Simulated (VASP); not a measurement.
# NaI (Fm-3m) in VASP: notebook

The runs below take NaI through single point, relaxation of cell and atoms, with PBEsol.

Program: VASP 6.6.1. These are calculated values, not measurements. Logs are shortened: lines on timing, memory, paths and dates and some standing lists are left out, and cuts for length are marked.

**1. The cell of the first run**

It takes space group Fm-3m (No. 225, cubic). Conventional cell: a = 6.403 Å, b = 6.403 Å, c = 6.403 Å, α = 90.00°, β = 90.00°, γ = 90.00°. Within 4.2 Å of Na (site symmetry m-3m) lie 6 I at 3.20 Å. Within 4.2 Å of I (site symmetry m-3m) lie 6 Na at 3.20 Å.

**2. Single point, PBEsol**

INCAR

```
SYSTEM = NaI
ALGO = Normal
EDIFF = 1E-6
ENCUT = 500
GGA = PS
GGA_COMPAT = .False.
ISIF = 2
ISMEAR = 0
LASPH = .True.
LCHARG = .False.
LREAL = .False.
LWAVE = .False.
NBANDS = 14
NELM = 120
PREC = Accurate
SIGMA = 0.01
```

KPOINTS

```
k-points
0
Gamma
  6 6 6
  0 0 0
```

POSCAR

```
NaI
1.0
    0.0000000000      3.2017215475      3.2017215475
    3.2017215475      0.0000000000      3.2017215475
    3.2017215475      3.2017215475      0.0000000000
Na I
1 1
Direct
    0.0000000000      0.0000000000      0.0000000000
    0.5000000000      0.5000000000      0.5000000000
```

Potentials or basis: VASP PAW PBE potentials, release 64 (Na_pv, I).

Launch:

```console
> cat potpaw_PBE.64/Na_pv/POTCAR potpaw_PBE.64/I/POTCAR > POTCAR
> mpirun -np 1 vasp_std > vasp.out
```

OUTCAR:

```text
SYSTEM = NaI
   EDIFF = 1E-6
   ENCUT = 500
   GGA = PS
   ISIF = 2
   ISMEAR = 0
   LASPH = .True.
   LREAL = .False.
   NELM = 120
   PREC = Accurate

 ion  position               nearest neighbor table
   1  0.000  0.000  0.000-
   2  0.500  0.500  0.500-

  LATTYP: Found a face centered cubic cell.
 ALAT       =     6.4034430950

  Lattice vectors:

 A1 = (   0.0000000000,   3.2017215475,   3.2017215475)
 A2 = (   3.2017215475,   0.0000000000,   3.2017215475)
 A3 = (   3.2017215475,   3.2017215475,   0.0000000000)

Analysis of symmetry for initial positions (statically):
=====================================================================
 Subroutine PRICEL returns:
 Original cell was already a primitive cell.

 Routine SETGRP: Setting up the symmetry group for a
 face centered cubic supercell.

 Subroutine GETGRP returns: Found 48 space group operations
 (whereof 48 operations were pure point group operations)
 out of a pool of 48 trial point group operations.

The static configuration has the point symmetry O_h .

Analysis of symmetry for dynamics (positions and initial velocities):
=====================================================================
 Subroutine PRICEL returns:
 Original cell was already a primitive cell.

 Routine SETGRP: Setting up the symmetry group for a
 face centered cubic supercell.

 Subroutine GETGRP returns: Found 48 space group operations
 (whereof 48 operations were pure point group operations)
 out of a pool of 48 trial point group operations.

The dynamic configuration has the point symmetry O_h .

 Subroutine INISYM returns: Found 48 space group operations
 (whereof 48 operations are pure point group operations),
 and found     1 'primitive' translations

----------------------------------------------------------------------------------------

                                     Primitive cell

  volume of cell :      65.6418

  direct lattice vectors                    reciprocal lattice vectors
     0.000000000  3.201721548  3.201721548    -0.156165985  0.156165985  0.156165985
     3.201721548  0.000000000  3.201721548     0.156165985 -0.156165985  0.156165985
     3.201721548  3.201721548  0.000000000     0.156165985  0.156165985 -0.156165985

  length of vectors
     4.527918035  4.527918035  4.527918035     0.270487421  0.270487421  0.270487421

  position of ions in fractional coordinates (direct lattice)
     0.000000000  0.000000000  0.000000000
[... 79 lines left out ...]
   PSTRESS=    0.0 pullay stress
   NELECT =      14.0000    total number of electrons
   NUPDOWN=      -1.0000    fix difference up-down
   EMIN   =  10.00;   EMAX   =-10.00  energy-range for DOS
   EFERMI =   0.00;   METHOD = LEGACY
   ISMEAR =     0;   SIGMA  =   0.01  broadening in eV -4-tet -1-fermi 0-gaus
   EFERMI_NEDOS =   21; number of points for ismear=-14 and -15
   IALGO  =     38    algorithm
   IMIX   =      4    mixing-type and parameters
     AMIX     =   0.40;   BMIX     =  1.00
     AMIX_MAG =   1.60;   BMIX_MAG =  1.00
  volume/ion in A,a.u.               =      32.82       221.49
  Fermi-wavevector in a.u.,A,eV,Ry     =   0.978117  1.848372 13.016857  0.956712
  Thomas-Fermi vector in A             =   2.108867
   LORBIT       =      0    0 simple, 1 ext, 2 COOP (PROOUT), +10 PAW based schemes
   GGA     = PS    functional components
   LHFCALC =     F    Hartree Fock is set to
   AEXX    =    0.0000 exact exchange contribution
   IVDW    =     0    specifies the selected vdW correction
   LEPSILON=     F    determine dielectric tensor
   LRPA    =     F    only Hartree local field effects (RPA)
 non-spin polarized calculation
 Gauss-broadening in eV      SIGMA  =   0.01
  energy-cutoff  :      500.00
  volume of cell :       65.64
 maximum number of plane-waves:      1687
 NGX is ok and might be reduce to    36
   NGX = 17   NGY = 17   NGZ = 17

 number of electron      13.9999999 magnetization

 Free energy of the ion-electron system (eV)
  ---------------------------------------------------
  ext. energy  EPLUGINS =         0.00000000
  ---------------------------------------------------
  free energy    TOTEN  =        -5.66969687 eV

  energy without entropy =       -5.66969687  energy(sigma->0) =       -5.66969687

 E-fermi :   1.0658     XC(G=0):  -7.9775

 val. band max:        0.9456151731   @ k =   0.0000   0.0000   0.0000
 cond. band min:       4.5351314326   @ k =   0.0000   0.0000   0.0000
 fundamental gap:      3.5895162594
 Fermi energy:         1.0657753763

 k-point     1 :       0.0000    0.0000    0.0000
  band No.  band energies     occupation
      1     -21.2649      2.00000
      2     -21.2649      2.00000
      3     -21.2649      2.00000
      4     -10.1974      2.00000
      5       0.9456      2.00000
      6       0.9456      2.00000
      7       0.9456      2.00000
      8       4.5351      0.00000
      9       8.7900      0.00000
     10       8.7900      0.00000
     11       8.7900      0.00000
     12      10.7148      0.00000
     13      10.7148      0.00000
     14      11.2031      0.00000
[... 241 lines left out ...]
      1     -21.2691      2.00000
      2     -21.2677      2.00000
      3     -21.2671      2.00000
      4      -9.7565      2.00000
      5      -0.8546      2.00000
      6      -0.2491      2.00000
      7      -0.0115      2.00000
      8       6.3085      0.00000
      9       7.3098      0.00000
     10       9.4873      0.00000
     11       9.5899      0.00000
     12      12.6360      0.00000
     13      13.4703      0.00000
     14      13.7194      0.00000

------------------------ aborting loop because EDIFF is reached ----------------------------------------

  FORCE on cell =-STRESS in cart. coord.  units (eV):
  Direction    XX          YY          ZZ          XY          YZ          ZX
  --------------------------------------------------------------------------------------
  -------------------------------------------------------------------------------------
  Total        0.0129417      0.0129417      0.0129417     -0.0000000     -0.0000000      0.0000000
  in kB        0.3158800      0.3158800      0.3158800     -0.0000000     -0.0000000      0.0000000
  external PRESSURE =       0.3158800 kB  Pullay stress =       0.0000000 kB

 VOLUME and BASIS-vectors are now :
 -----------------------------------------------------------------------------
  energy-cutoff  :      500.00
  volume of cell :       65.64
      direct lattice vectors                 reciprocal lattice vectors
     0.000000000  3.201721548  3.201721548    -0.156165985  0.156165985  0.156165985
     3.201721548  0.000000000  3.201721548     0.156165985 -0.156165985  0.156165985
     3.201721548  3.201721548  0.000000000     0.156165985  0.156165985 -0.156165985

 POSITION                                       TOTAL-FORCE (eV/Angst)
 -----------------------------------------------------------------------------------
      0.00000      0.00000      0.00000        -0.000000     -0.000000      0.000000
      3.20172      3.20172      3.20172         0.000000      0.000000     -0.000000
 -----------------------------------------------------------------------------------
    total drift:                                0.000000      0.000000      0.000000

  FREE ENERGIE OF THE ION-ELECTRON SYSTEM (eV)
  ---------------------------------------------------
  free  energy   TOTEN  =        -5.6696968659 eV

  energy  without entropy=       -5.6696968659  energy(sigma->0) =       -5.66969687
```

Wall time 24 s (1 thread of Intel Xeon 8259CL, shared host); peak memory 0.21 GiB.

What came out:

```
Free energy            : -5.6697 eV
Pressure               : 0.0 GPa
Band gap on the k mesh : 3.59 eV, direct
```

Caveat: the PAW data sets were made with another functional, which shifts forces and pressure a little; spin-orbit coupling is left out, which moves the levels of the heavy elements.

**3. Relaxation of cell and atoms, PBEsol**

INCAR

```
SYSTEM = NaI
  ALGO = Normal
  EDIFF = 1E-7
  EDIFFG = -0.001
  ENCUT = 500
  GGA = PS
  GGA_COMPAT = .False.
  IBRION = 2
  ISIF = 3
  ISMEAR = 0
  LASPH = .True.
  LCHARG = .False.
  LREAL = .False.
  LWAVE = .False.
  NELM = 120
  NELMIN = 4
  NSW = 80
  PREC = Accurate
  SIGMA = 0.01
```

KPOINTS is that of step 2.

POSCAR

```
NaI
1.0
    0.0000000000      3.2004123227      3.2004123227
    3.2004123227      0.0000000000      3.2004123227
    3.2004123227      3.2004123227      0.0000000000
Na I
1 1
Direct
    0.0000000000      0.0000000000      0.0000000000
    0.5000000000      0.5000000000      0.5000000000
```

Potentials or basis: VASP PAW PBE potentials, release 64 (Na_pv, I).

Launch:

```console
> cat potpaw_PBE.64/Na_pv/POTCAR potpaw_PBE.64/I/POTCAR > POTCAR
> mpirun -np 1 vasp_std > vasp.out
```

Wall time 56 s (1 thread of Intel Xeon 8259CL, shared host); peak memory 0.21 GiB.

Results (log left out):

| Property | Result |
| --- | --- |
| Free energy | -5.6697 eV |
| Relaxed volume | 32.88 Å³/atom |
| Relaxed cell | a = 4.530 Å, b = 4.530 Å, c = 4.530 Å, α = 60.00°, β = 60.00°, γ = 60.00° |
| Space group after relaxing (to 0.05 Å) | Fm-3m (No. 225) |
| Energy gained by relaxing | 0.0 meV/atom |
| Ionic steps | 3 |
| Pressure after relaxing | 0.0 GPa |
| Band gap on the k mesh | 3.58 eV, direct |

Final structure:
```cif
data_structure
_symmetry_space_group_name_H-M 'P 1'
_symmetry_Int_Tables_number 1
_cell_length_a 4.5305
_cell_length_b 4.5305
_cell_length_c 4.5305
_cell_angle_alpha 60.000
_cell_angle_beta 60.000
_cell_angle_gamma 60.000
_cell_volume 65.75
loop_
_atom_site_label
_atom_site_type_symbol
_atom_site_fract_x
_atom_site_fract_y
_atom_site_fract_z
_atom_site_occupancy
Na1 Na 0.00000 0.00000 0.00000 1
I1 I 0.50000 0.50000 0.50000 1
```

Levels at points of the mesh, in eV from the valence-band top:
```
           k point  band 5  band 6  band 7  band 8  band 9  band 10
(0.00, 0.00, 0.00)    0.00    0.00    0.00    3.58    7.84     7.84
(0.50, 0.00, 0.00)   -2.33   -0.31   -0.31    4.95    7.40     7.40
(0.50, 0.50, 0.00)   -2.04   -0.80   -0.80    4.46    5.36     9.91
```

Caveat: the PAW data sets were made with another functional, which shifts forces and pressure a little; spin-orbit coupling is left out, which moves the levels of the heavy elements.
